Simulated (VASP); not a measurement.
# ScAl3 (P4/mmm) in VASP: single point with r2SCAN

Aim: the single point of ScAl3 with r2SCAN.

Everything below comes from runs of VASP 6.6.1. Logs are shortened: lines on timing, memory, paths and dates and some standing lists are left out, and cuts for length are marked.

## (1) The cell of the first run

It takes space group P4/mmm (No. 123, tetragonal). Conventional cell: a = 3.840 Å, b = 3.840 Å, c = 4.233 Å, α = 90.00°, β = 90.00°, γ = 90.00°. Within 3.6 Å of Sc (site symmetry 4/mmm) lie 12 Al at 2.72 to 2.86 Å. Al (site symmetry mmm) has 8 Al at 2.72 to 2.86 Å and 4 Sc at 2.86 Å within 3.6 Å. Al (site symmetry 4/mmm) has 4 Sc at 2.72 Å and 8 Al at 2.86 Å within 3.6 Å.

## (2) Single point, r2SCAN (biaxial strain in the a-b plane: -6.0 %)

POSCAR

```
ScAl3
1.0
    3.8404043745      0.0000000000      0.0000000000
    0.0000000000      3.8404043745      0.0000000000
    0.0000000000      0.0000000000      4.2326158850
Sc Al
1 3
Direct
    0.0000000000      0.0000000000      0.0000000000
    0.5000000000      0.0000000000      0.5000000000
    0.0000000000      0.5000000000      0.5000000000
    0.5000000000      0.5000000000      0.0000000000
```

INCAR.step1

```
SYSTEM = ScAl3
PREC = Accurate
ENCUT = 520
ISMEAR = 0
SIGMA = 0.1
LREAL = .FALSE.
LASPH = .TRUE.
NELM = 100
NBANDS = 18
GGA = PE
ALGO = Normal
EDIFF = 1E-4
LWAVE = .TRUE.
LCHARG = .FALSE.
```

INCAR.step2

```
SYSTEM = ScAl3
PREC = Accurate
ENCUT = 520
EDIFF = 1E-6
ISMEAR = 0
SIGMA = 0.1
LREAL = .FALSE.
LASPH = .TRUE.
NELM = 100
ALGO = Normal
ISIF = 2
LWAVE = .FALSE.
LCHARG = .TRUE.
METAGGA = R2SCAN
LMIXTAU = .TRUE.
LELF = .TRUE.
LVHAR = .TRUE.
NBANDS = 18
ISTART = 1
```

KPOINTS

```
regular mesh
0
G
  14 14 14
  0 0 0
```

Potentials or basis: VASP PAW PBE potentials, release 64 (Sc_sv, Al).

Started as:

```console
> cat potpaw_PBE.64/Sc_sv/POTCAR potpaw_PBE.64/Al/POTCAR > POTCAR
> cp INCAR.step1 INCAR
> mpirun -np 1 vasp_std > vasp.out
> cp INCAR.step2 INCAR
> mpirun -np 1 vasp_std > vasp.out
```

OUTCAR:

```text
SYSTEM = ScAl3
   PREC = Accurate
   ENCUT = 520
   EDIFF = 1E-6
   ISMEAR = 0
   LREAL = .FALSE.
   LASPH = .TRUE.
   NELM = 100
   ISIF = 2
   METAGGA = R2SCAN
   ISTART = 1

 ion  position               nearest neighbor table
   1  0.000  0.000  0.000-   4 2.72   4 2.72   4 2.72   4 2.72   3 2.86   3 2.86   3 2.86   3 2.86
                             2 2.86   2 2.86   2 2.86   2 2.86
   2  0.500  0.000  0.500-   3 2.72   3 2.72   3 2.72   3 2.72   4 2.86   1 2.86   4 2.86   4 2.86
                             1 2.86   4 2.86   1 2.86   1 2.86
   3  0.000  0.500  0.500-   2 2.72   2 2.72   2 2.72   2 2.72   4 2.86   1 2.86   1 2.86   1 2.86
                             4 2.86   4 2.86   4 2.86   1 2.86
   4  0.500  0.500  0.000-   1 2.72   1 2.72   1 2.72   1 2.72   3 2.86   2 2.86   2 2.86   2 2.86
                             3 2.86   3 2.86   3 2.86   2 2.86

  LATTYP: Found a simple tetragonal cell.
 ALAT       =     3.8404043745
 C/A-ratio  =     1.1021276596

  Lattice vectors:

 A1 = (   3.8404043745,   0.0000000000,   0.0000000000)
 A2 = (   0.0000000000,   3.8404043745,   0.0000000000)
 A3 = (   0.0000000000,   0.0000000000,   4.2326158850)

Analysis of symmetry for initial positions (statically):
=====================================================================
 Subroutine PRICEL returns:
 Original cell was already a primitive cell.

 Routine SETGRP: Setting up the symmetry group for a
 simple tetragonal supercell.

 Subroutine GETGRP returns: Found 16 space group operations
 (whereof 16 operations were pure point group operations)
 out of a pool of 16 trial point group operations.

The static configuration has the point symmetry D_4h.

Analysis of symmetry for dynamics (positions and initial velocities):
=====================================================================
 Subroutine PRICEL returns:
 Original cell was already a primitive cell.

 Routine SETGRP: Setting up the symmetry group for a
 simple tetragonal supercell.

 Subroutine GETGRP returns: Found 16 space group operations
 (whereof 16 operations were pure point group operations)
 out of a pool of 16 trial point group operations.

The dynamic configuration has the point symmetry D_4h.

 Subroutine INISYM returns: Found 16 space group operations
 (whereof 16 operations are pure point group operations),
 and found     1 'primitive' translations

----------------------------------------------------------------------------------------

                                     Primitive cell

  volume of cell :      62.4256

  direct lattice vectors                    reciprocal lattice vectors
     3.840404374  0.000000000  0.000000000     0.260389246  0.000000000  0.000000000
     0.000000000  3.840404374  0.000000000     0.000000000  0.260389246  0.000000000
     0.000000000  0.000000000  4.232615885     0.000000000  0.000000000  0.236260513

  length of vectors
     3.840404374  3.840404374  4.232615885     0.260389246  0.260389246  0.236260513

  position of ions in fractional coordinates (direct lattice)
     0.000000000  0.000000000  0.000000000
     0.500000000  0.000000000  0.500000000
     0.000000000  0.500000000  0.500000000
     0.500000000  0.500000000  0.000000000

  ion indices of the primitive-cell ions
   primitive index   ion index
                 1           1
                 2           2
                 3           3
                 4           4

----------------------------------------------------------------------------------------

 KPOINTS: regular mesh

Automatic generation of k-mesh.
 Grid dimensions read from file:
 generate k-points for:   14   14   14

 Generating k-lattice:

  Cartesian coordinates                     Fractional coordinates (reciprocal lattice)
     0.018599232  0.000000000  0.000000000     0.071428571  0.000000000  0.000000000
     0.000000000  0.018599232  0.000000000     0.000000000  0.071428571  0.000000000
     0.000000000  0.000000000  0.016875751     0.000000000  0.000000000  0.071428571

  Length of vectors
     0.018599232  0.018599232  0.016875751

  Shift w.r.t. Gamma in fractional coordinates (k-lattice)
     0.000000000  0.000000000  0.000000000

 Subroutine IBZKPT returns following result:
 ===========================================

 Found    288 irreducible k-points:

 Following reciprocal coordinates:
            Coordinates               Weight
  0.000000  0.000000  0.000000      1.000000
  0.071429  0.000000  0.000000      4.000000
  0.142857  0.000000  0.000000      4.000000
  0.214286  0.000000  0.000000      4.000000
  0.285714  0.000000  0.000000      4.000000
  0.357143  0.000000  0.000000      4.000000
[... 16 lines left out ...]
  0.285714  0.214286  0.000000      8.000000
  0.357143  0.214286  0.000000      8.000000
 [... further k-points ...]
   k-points           NKPTS =    288   k-points in BZ     NKDIM =    288   number of bands    NBANDS=     18
   number of dos      NEDOS =    301   number of ions     NIONS =      4
   total plane-waves  NPLWV =  28800
   dimension x,y,z NGX =    30 NGY =   30 NGZ =   32
   dimension x,y,z NGXF=    60 NGYF=   60 NGZF=   64
   ions per type =               1   3
   NGX,Y,Z   is equivalent  to a cutoff of  12.99, 12.99, 12.57 a.u.
   NGXF,Y,Z  is equivalent  to a cutoff of  25.97, 25.97, 25.14 a.u.
 SYSTEM =  ScAl3
   PREC   = accura    normal or accurate (medium, high low for compatibility)
   ISTART =      1    job   : 0-new  1-cont  2-samecut
   ICHARG =      0    charge: 1-file 2-atom 10-const
   ISPIN  =      1    spin polarized calculation?
   LNONCOLLINEAR =      F non collinear calculations
   LSORBIT =      F    spin-orbit coupling
   LASPH  =      T    aspherical Exc in radial PAW
   ENCUT  =  520.0 eV  38.22 Ry    6.18 a.u.   7.14  7.14  7.87*2*pi/ulx,y,z
   NELM   =    100;   NELMIN=  2; NELMDL=  0     # of ELM steps
   EDIFF  = 0.1E-05   stopping-criterion for ELM
   LREAL  =      F    real-space projection
   EDIFFG = 0.1E-04   stopping-criterion for IOM
   NSW    =      0    number of steps for IOM
   IBRION =     -1    ionic relax: 0-MD 1-quasi-New 2-CG
   NFREE  =      0    steps in history (QN), initial steepest desc. (CG)
   ISIF   =      2    stress and relaxation
   ISYM   =      2    0-nonsym 1-usesym 2-fastsym
   POTIM  = 0.5000    time-step for ionic-motion
   TEBEG  =    0.0;   TEEND  =   0.0 temperature during run
   PSTRESS=    0.0 pullay stress
   NELECT =      20.0000    total number of electrons
   NUPDOWN=      -1.0000    fix difference up-down
   EMIN   =  10.00;   EMAX   =-10.00  energy-range for DOS
   EFERMI =   0.00;   METHOD = LEGACY
   ISMEAR =     0;   SIGMA  =   0.10  broadening in eV -4-tet -1-fermi 0-gaus
   EFERMI_NEDOS =   21; number of points for ismear=-14 and -15
   IALGO  =     38    algorithm
   IMIX   =      4    mixing-type and parameters
     AMIX     =   0.40;   BMIX     =  1.00
     AMIX_MAG =   1.60;   BMIX_MAG =  1.00
  volume/ion in A,a.u.               =      15.61       105.32
  Fermi-wavevector in a.u.,A,eV,Ry     =   1.120204  2.116879 17.073376  1.254858
  Thomas-Fermi vector in A             =   2.256849
   LORBIT       =      0    0 simple, 1 ext, 2 COOP (PROOUT), +10 PAW based schemes
   METAGGA = R2SCAN    functional components
   LHFCALC =     F    Hartree Fock is set to
   AEXX    =    0.0000 exact exchange contribution
   IVDW    =     0    specifies the selected vdW correction
   LEPSILON=     F    determine dielectric tensor
   LRPA    =     F    only Hartree local field effects (RPA)
 non-spin polarized calculation
 Gauss-broadening in eV      SIGMA  =   0.10
  energy-cutoff  :      520.00
  volume of cell :       62.43
 maximum number of plane-waves:      1704
 NGX is ok and might be reduce to    30
   NGX = 15   NGY = 15   NGZ = 15

 number of electron      19.9999999 magnetization

 Free energy of the ion-electron system (eV)
  ---------------------------------------------------
  ext. energy  EPLUGINS =         0.00000000
  ---------------------------------------------------
  free energy    TOTEN  =       -33.10103927 eV

  energy without entropy =      -33.09344441  energy(sigma->0) =      -33.09724184

 E-fermi :   8.1116     XC(G=0): -11.5039

 val. band max:        8.1051153836   @ k =   0.5000   0.2143   0.2857
 cond. band min:       8.1191783537   @ k =   0.5000   0.0714   0.1429
 fundamental gap:      0.0140629701
 Fermi energy:         8.1116056140

 k-point     1 :       0.0000    0.0000    0.0000
  band No.  band energies     occupation
      1     -42.6104      2.00000
      2     -20.4251      2.00000
      3     -20.3685      2.00000
      4     -20.3685      2.00000
      5      -2.9983      2.00000
      6       4.7103      2.00000
[... 10 lines left out ...]
     17      14.2178      0.00000
     18      14.2426      0.00000

 k-point     2 :       0.0714    0.0000    0.0000
  band No.  band energies     occupation
      1     -42.6102      2.00000
      2     -20.4248      2.00000
      3     -20.3721      2.00000
      4     -20.3682      2.00000
      5      -2.9410      2.00000
      6       4.6715      2.00000
[... 10 lines left out ...]
     17      14.2884      0.00000
     18      14.3631      0.00000

 k-point     3 :       0.1429    0.0000    0.0000
  band No.  band energies     occupation
      1     -42.6097      2.00000
      2     -20.4239      2.00000
      3     -20.3822      2.00000
      4     -20.3674      2.00000
      5      -2.7700      2.00000
      6       4.1729      2.00000
[... 10 lines left out ...]
     17      14.5722      0.00000
     18      14.6307      0.00000

 k-point     4 :       0.2143    0.0000    0.0000
  band No.  band energies     occupation
      1     -42.6089      2.00000
      2     -20.4225      2.00000
      3     -20.3967      2.00000
      4     -20.3663      2.00000
      5      -2.4882      2.00000
      6       3.2659      2.00000
[... 375 lines left out ...]
      4     -20.3921      2.00000
      5      -1.9946      2.00000
      6       3.6159      2.00000
[... 10 lines left out ...]
     17      13.5441      0.00000
     18      14.5408      0.00000

 k-point    23 :       0.2857    0.2143    0.0000
  band No.  band energies     occupation
      1     -42.6068      2.00000
      2     -20.4185      2.00000
      3     -20.4093      2.00000
      4     -20.3917      2.00000
      5      -1.6207      2.00000
      6       2.7209      2.00000
[... 10 lines left out ...]
     17      13.6565      0.00000
     18      14.7389      0.00000

 k-point    24 :       0.3571    0.2143    0.0000
  band No.  band energies     occupation
      1     -42.6061      2.00000
      2     -20.4232      2.00000
      3     -20.4172      2.00000
      4     -20.3902      2.00000
      5      -1.1564      2.00000
      6       1.8487      2.00000
[... 10 lines left out ...]
     17      13.9523      0.00000
     18      14.5263      0.00000

 [... further k-points ...]
[... 5 lines left out ...]
  --------------------------------------------------------------------------------------
  -------------------------------------------------------------------------------------
  Total        6.6558730      6.6558730     -0.8634406      0.0000000      0.0000000      0.0000000
  in kB      170.8255560    170.8255560    -22.1605368      0.0000000      0.0000000      0.0000000
  external PRESSURE =     106.4968584 kB  Pullay stress =       0.0000000 kB

 VOLUME and BASIS-vectors are now :
 -----------------------------------------------------------------------------
  energy-cutoff  :      520.00
  volume of cell :       62.43
      direct lattice vectors                 reciprocal lattice vectors
     3.840404374  0.000000000  0.000000000     0.260389246  0.000000000  0.000000000
     0.000000000  3.840404374  0.000000000     0.000000000  0.260389246  0.000000000
     0.000000000  0.000000000  4.232615885     0.000000000  0.000000000  0.236260513

 POSITION                                       TOTAL-FORCE (eV/Angst)
 -----------------------------------------------------------------------------------
      0.00000      0.00000      0.00000         0.000000      0.000000      0.000000
      1.92020      0.00000      2.11631         0.000000      0.000000      0.000000
      0.00000      1.92020      2.11631         0.000000      0.000000      0.000000
      1.92020      1.92020      0.00000         0.000000      0.000000      0.000000
 -----------------------------------------------------------------------------------
    total drift:                               -0.000000     -0.000000      0.000000

  FREE ENERGIE OF THE ION-ELECTRON SYSTEM (eV)
  ---------------------------------------------------
  free  energy   TOTEN  =       -33.1010392720 eV

  energy  without entropy=      -33.0934444084  energy(sigma->0) =      -33.09724184
```

Run time: 21 min. Hardware: 1 thread of Oxide Virtual Turin-like, shared host; peak memory 0.37 GiB.

What came out:

```
Free energy            : -33.1010 eV
Pressure               : 10.6 GPa
Band gap on the k mesh : zero (bands 10 and 11 overlap by 4.53 eV)
```

Levels at points of the mesh, in eV from the Fermi level:
```tsv
k point	band 8	band 9	band 10	band 11	band 12	band 13
(0.00, 0.00, 0.00)	-2.32	-1.47	-1.47	1.30	1.42	1.42
(0.50, 0.00, 0.00)	-1.90	-1.50	0.36	0.51	1.67	1.95
(0.50, 0.50, 0.00)	-4.90	-1.04	-1.04	0.67	0.76	2.89
(0.00, 0.00, 0.50)	-1.63	-1.54	1.40	1.59	1.59	1.82
(0.50, 0.00, 0.50)	-4.87	-0.50	-0.15	1.66	2.01	2.05
(0.50, 0.50, 0.50)	-5.06	-3.64	-3.12	-3.12	1.20	3.06
```

Caveat: the cell differs from its parent crystal (biaxial strain in the a-b plane: -6.0 %); the cell stands under pressure; the PAW data sets were made with another functional, which shifts forces and pressure a little.
